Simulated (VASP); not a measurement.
# Au in VASP: single point with PBE

Aim: the single point of Au with PBE.

Everything below comes from runs of VASP 6.6.1. Logs are shortened: lines on timing, memory, paths and dates and some standing lists are left out, and cuts for length are marked.

### Step 1. The cell of the first run

The cell holds a slab with vacuum, 5 atoms: a = 2.823 Å, b = 2.920 Å, c = 24.786 Å, α = 90.00°, β = 90.00°, γ = 118.91°.

### Step 2. Single point, PBE

File INCAR:

```
PREC     = Accurate       # precision mode
ENCUT    = 520            # plane-wave cutoff, eV
EDIFF    = 1E-7           # SCF threshold, eV
ISMEAR   = -1             # smearing method
SIGMA    = 0.05           # smearing width, eV
LREAL    = F              # projectors in reciprocal space
LASPH    = T              # aspherical terms in the spheres
NELM     = 80             # most SCF steps
ALGO     = Normal         # electronic algorithm
ISIF     = 2              # what is computed and relaxed
LWAVE    = F              # write WAVECAR
LCHARG   = F              # write CHGCAR
LDIPOL   = T            
IDIPOL   = 3            
DIPOL    = 0.5 0.5 0.500
GGA      = PE             # functional
NBANDS   = 36             # bands
```

File KPOINTS:

```
Automatic mesh
0
Gamma
  11 11 1
```

File POSCAR:

```
Au
1.0
    2.8226199300      0.0000000000      0.0000000000
   -1.4113099650      2.5559330250      0.0000000000
    0.0000000000      0.0000000000     24.7863392200
Au
5
Direct
    0.6653279700      0.3306559400      0.3025860307
    0.3346720300      0.6693440600      0.4012930153
    0.6653279700      0.3306559400      0.5000000000
    0.3346720300      0.6693440600      0.5987069847
    0.6653279700      0.3306559400      0.6974139693
```

Potentials or basis: VASP PAW PBE potentials, release 64 (Au).

On the command line:

```sh
> cat potpaw_PBE.64/Au/POTCAR > POTCAR
> mpirun -np 1 vasp_std > vasp.out
```

OUTCAR:

```text
PREC = Accurate
   ENCUT = 520
   EDIFF = 1E-7
   ISMEAR = -1
   LREAL = F
   LASPH = T
   NELM = 80
   ISIF = 2
   GGA = PE

 ion  position               nearest neighbor table
   1  0.665  0.331  0.303-   2 2.95   2 2.95   2 2.97
   2  0.335  0.669  0.401-   1 2.95   1 2.95   3 2.95   3 2.95   1 2.97   3 2.97
   3  0.665  0.331  0.500-   2 2.95   4 2.95   2 2.95   4 2.95   2 2.97   4 2.97
   4  0.335  0.669  0.599-   5 2.95   5 2.95   3 2.95   3 2.95   5 2.97   3 2.97
   5  0.665  0.331  0.697-   4 2.95   4 2.95   4 2.97

  LATTYP: Found a base centered orthorhombic cell.
 ALAT       =     2.8226199300
 B/A-ratio  =     1.8110359088
 C/A-ratio  =     8.7813236761

  Lattice vectors:

 A1 = (   1.4113099650,  -2.5559330250,   0.0000000000)
 A2 = (   1.4113099650,   2.5559330250,   0.0000000000)
 A3 = (   0.0000000000,   0.0000000000,  24.7863392200)

Analysis of symmetry for initial positions (statically):
=====================================================================
 Subroutine PRICEL returns:
 Original cell was already a primitive cell.

 Routine SETGRP: Setting up the symmetry group for a
 base centered orthorhombic supercell.

 Subroutine GETGRP returns: Found  4 space group operations
 (whereof  4 operations were pure point group operations)
 out of a pool of  8 trial point group operations.

The static configuration has the point symmetry C_2v.

Analysis of symmetry for dynamics (positions and initial velocities):
=====================================================================
 Subroutine PRICEL returns:
 Original cell was already a primitive cell.

 Routine SETGRP: Setting up the symmetry group for a
 base centered orthorhombic supercell.

 Subroutine GETGRP returns: Found  4 space group operations
 (whereof  4 operations were pure point group operations)
 out of a pool of  8 trial point group operations.

The dynamic configuration has the point symmetry C_2v.

 Subroutine INISYM returns: Found  4 space group operations
 (whereof  4 operations are pure point group operations),
 and found     1 'primitive' translations

----------------------------------------------------------------------------------------

                                     Primitive cell

  volume of cell :     178.8192

  direct lattice vectors                    reciprocal lattice vectors
     2.822619930  0.000000000  0.000000000     0.354280783  0.195623279  0.000000000
    -1.411309965  2.555933025  0.000000000     0.000000000  0.391246559  0.000000000
     0.000000000  0.000000000 24.786339220     0.000000000  0.000000000  0.040344804

  length of vectors
     2.822619930  2.919689957 24.786339220     0.404701545  0.391246559  0.040344804

  position of ions in fractional coordinates (direct lattice)
     0.665327970  0.330655940  0.302586031
     0.334672030  0.669344060  0.401293015
     0.665327970  0.330655940  0.500000000
     0.334672030  0.669344060  0.598706985
     0.665327970  0.330655940  0.697413969

  ion indices of the primitive-cell ions
   primitive index   ion index
                 1           1
                 2           2
                 3           3
                 4           4
                 5           5

----------------------------------------------------------------------------------------

 KPOINTS: Automatic mesh

Automatic generation of k-mesh.
 Grid dimensions read from file:
 generate k-points for:   11   11    1

 Generating k-lattice:

  Cartesian coordinates                     Fractional coordinates (reciprocal lattice)
     0.032207344  0.017783934  0.000000000     0.090909091  0.000000000  0.000000000
     0.000000000  0.035567869  0.000000000     0.000000000  0.090909091  0.000000000
     0.000000000  0.000000000  0.040344804     0.000000000  0.000000000  1.000000000

  Length of vectors
     0.036791050  0.035567869  0.040344804

  Shift w.r.t. Gamma in fractional coordinates (k-lattice)
     0.000000000  0.000000000  0.000000000

 Subroutine IBZKPT returns following result:
 ===========================================

 Found     36 irreducible k-points:

 Following reciprocal coordinates:
            Coordinates               Weight
  0.000000  0.000000  0.000000      1.000000
  0.090909  0.000000  0.000000      4.000000
  0.181818  0.000000  0.000000      4.000000
  0.272727  0.000000  0.000000      4.000000
  0.363636  0.000000  0.000000      4.000000
  0.454545  0.000000  0.000000      4.000000
[... 16 lines left out ...]
 -0.454545  0.181818  0.000000      4.000000
 -0.363636  0.181818  0.000000      2.000000
 [... further k-points ...]
   k-points           NKPTS =     36   k-points in BZ     NKDIM =     36   number of bands    NBANDS=     36
   number of dos      NEDOS =    301   number of ions     NIONS =      5
   total plane-waves  NPLWV = 110592
   dimension x,y,z NGX =    24 NGY =   24 NGZ =  192
   dimension x,y,z NGXF=    48 NGYF=   48 NGZF=  384
   ions per type =               5
   NGX,Y,Z   is equivalent  to a cutoff of  14.14, 13.67, 12.88 a.u.
   NGXF,Y,Z  is equivalent  to a cutoff of  28.27, 27.33, 25.76 a.u.
 SYSTEM =  unknown system
   PREC   = accura    normal or accurate (medium, high low for compatibility)
   ISTART =      0    job   : 0-new  1-cont  2-samecut
   ICHARG =      2    charge: 1-file 2-atom 10-const
   ISPIN  =      1    spin polarized calculation?
   LNONCOLLINEAR =      F non collinear calculations
   LSORBIT =      F    spin-orbit coupling
   LASPH  =      T    aspherical Exc in radial PAW
   ENCUT  =  520.0 eV  38.22 Ry    6.18 a.u.   5.25  5.43 46.09*2*pi/ulx,y,z
   NELM   =     80;   NELMIN=  2; NELMDL= -5     # of ELM steps
   EDIFF  = 0.1E-06   stopping-criterion for ELM
   LREAL  =      F    real-space projection
   EDIFFG = 0.1E-05   stopping-criterion for IOM
   NSW    =      0    number of steps for IOM
   IBRION =     -1    ionic relax: 0-MD 1-quasi-New 2-CG
   NFREE  =      0    steps in history (QN), initial steepest desc. (CG)
   ISIF   =      2    stress and relaxation
   ISYM   =      2    0-nonsym 1-usesym 2-fastsym
   POTIM  = 0.5000    time-step for ionic-motion
   TEBEG  =    0.0;   TEEND  =   0.0 temperature during run
   PSTRESS=    0.0 pullay stress
   NELECT =      55.0000    total number of electrons
   NUPDOWN=      -1.0000    fix difference up-down
   EMIN   =  10.00;   EMAX   =-10.00  energy-range for DOS
   EFERMI =   0.00;   METHOD = LEGACY
   ISMEAR =    -1;   SIGMA  =   0.05  broadening in eV -4-tet -1-fermi 0-gaus
   EFERMI_NEDOS =   21; number of points for ismear=-14 and -15
   IALGO  =     38    algorithm
   IMIX   =      4    mixing-type and parameters
     AMIX     =   0.40;   BMIX     =  1.00
     AMIX_MAG =   1.60;   BMIX_MAG =  1.00
  volume/ion in A,a.u.               =      35.76       241.35
  Fermi-wavevector in a.u.,A,eV,Ry     =   1.105073  2.088285 16.615249  1.221186
  Thomas-Fermi vector in A             =   2.241555
   LORBIT       =      0    0 simple, 1 ext, 2 COOP (PROOUT), +10 PAW based schemes
   GGA     = PE    functional components
   LHFCALC =     F    Hartree Fock is set to
   AEXX    =    0.0000 exact exchange contribution
   IVDW    =     0    specifies the selected vdW correction
   LEPSILON=     F    determine dielectric tensor
   LRPA    =     F    only Hartree local field effects (RPA)
 non-spin polarized calculation
  energy-cutoff  :      520.00
  volume of cell :      178.82
 maximum number of plane-waves:      4870
 NGX is ok and might be reduce to    24
   NGX = 11   NGY = 11   NGZ = 93

 dipolmoment           0.000000      0.000000      0.000000 electrons x Angstroem

 number of electron      54.9999996 magnetization

 dipolmoment           0.000000      0.000000     -0.000000 electrons x Angstroem

 Free energy of the ion-electron system (eV)
  ---------------------------------------------------
  ext. energy  EPLUGINS =         0.00000000
  ---------------------------------------------------
  free energy    TOTEN  =       -15.45469704 eV

  energy without entropy =      -15.43541702  energy(sigma->0) =      -15.44505703

 E-fermi :   1.7197     XC(G=0):  -6.8056

 val. band max:        1.7145886579   @ k =  -0.3636   0.1818   0.0000
 cond. band min:       1.7241925604   @ k =   0.2727   0.0909   0.0000
 fundamental gap:      0.0096039024
 Fermi energy:         1.7197405498

 k-point     1 :       0.0000    0.0000    0.0000
  band No.  band energies     occupation
      1      -7.4238      2.00000
      2      -6.6482      2.00000
      3      -5.8015      2.00000
      4      -5.2344      2.00000
      5      -5.2256      2.00000
      6      -2.9971      2.00000
[... 28 lines left out ...]
     35       8.3607      0.00000
     36       8.8354      0.00000

 k-point     2 :       0.0909    0.0000    0.0000
  band No.  band energies     occupation
      1      -7.1624      2.00000
      2      -6.3905      2.00000
      3      -5.5413      2.00000
      4      -4.9935      2.00000
      5      -4.9801      2.00000
      6      -2.9975      2.00000
[... 28 lines left out ...]
     35       8.5736      0.00000
     36       9.0044      0.00000

 k-point     3 :       0.1818    0.0000    0.0000
  band No.  band energies     occupation
      1      -6.4364      2.00000
      2      -5.7012      2.00000
      3      -4.8775      2.00000
      4      -4.4337      2.00000
      5      -4.3421      2.00000
      6      -3.1423      2.00000
[... 28 lines left out ...]
     35       9.2003      0.00000
     36       9.5069      0.00000
[... 742 lines left out ...]
 k-point    23 :      -0.4545    0.1818    0.0000
  band No.  band energies     occupation
      1      -4.3615      2.00000
      2      -4.3020      2.00000
      3      -4.0062      2.00000
      4      -3.8859      2.00000
      5      -3.8661      2.00000
      6      -3.5739      2.00000
[... 28 lines left out ...]
     35       9.4109      0.00000
     36       9.7294      0.00000

 k-point    24 :      -0.3636    0.1818    0.0000
  band No.  band energies     occupation
      1      -4.8878      2.00000
      2      -4.4898      2.00000
      3      -4.0614      2.00000
      4      -3.7552      2.00000
      5      -3.6626      2.00000
      6      -3.4966      2.00000
[... 28 lines left out ...]
     35      10.5384      0.00000
     36      10.5806      0.00000

 [... further k-points ...]

------------------------ aborting loop because EDIFF is reached ----------------------------------------

 vacuum level on the upper side and lower side of the slab       (xc-potential included)        -0.013        -0.013

  FORCE on cell =-STRESS in cart. coord.  units (eV):
  Direction    XX          YY          ZZ          XY          YZ          ZX
  --------------------------------------------------------------------------------------
  -------------------------------------------------------------------------------------
  Total        1.2000794     -1.5524175      0.5102085      0.0000000      0.0000000      0.0000000
  in kB       10.7524218    -13.9092862      4.5713451      0.0000000      0.0000000      0.0000000
  external PRESSURE =       0.4714936 kB  Pullay stress =       0.0000000 kB

 VOLUME and BASIS-vectors are now :
 -----------------------------------------------------------------------------
  energy-cutoff  :      520.00
  volume of cell :      178.82
      direct lattice vectors                 reciprocal lattice vectors
     2.822619930  0.000000000  0.000000000     0.354280783  0.195623279  0.000000000
    -1.411309965  2.555933025  0.000000000     0.000000000  0.391246559  0.000000000
     0.000000000  0.000000000 24.786339220     0.000000000  0.000000000  0.040344804

 POSITION                                       TOTAL-FORCE (eV/Angst)
 -----------------------------------------------------------------------------------
      1.41131      0.84513      7.50000         0.000000     -0.013604     -0.118971
      0.00000      1.71080      9.94658         0.000000      0.018768      0.121653
      1.41131      0.84513     12.39317        -0.000000     -0.010328     -0.000000
      0.00000      1.71080     14.83975         0.000000      0.018768     -0.121653
      1.41131      0.84513     17.28634         0.000000     -0.013604      0.118971
 -----------------------------------------------------------------------------------
    total drift:                                0.000000     -0.000036     -0.000000

  FREE ENERGIE OF THE ION-ELECTRON SYSTEM (eV)
  ---------------------------------------------------
  free  energy   TOTEN  =       -15.4546970445 eV

  energy  without entropy=      -15.4354170189  energy(sigma->0) =      -15.44505703

 vacuum level on the upper side and lower side of the slab         6.872         6.872
```

Run time: 3.1 min. Hardware: 1 thread of Intel Xeon Platinum 8488C (Sapphire Rapids), shared host; peak memory 0.4 GiB.

What came out:

| Item | Value |
| --- | --- |
| Free energy | -15.4547 eV |
| Largest force | 0.123 eV/Å |
| Band gap on the k mesh | zero (an odd number of electrons rules out a gap without spin polarisation) |

Forces on the atoms (eV/Å):
```
Au   0.000 -0.014 -0.119
Au   0.000  0.019  0.122
Au   0.000 -0.010  0.000
Au   0.000  0.019 -0.122
Au   0.000 -0.014  0.119
```

Caveat: spin-orbit coupling is left out, which moves the levels of the heavy elements.
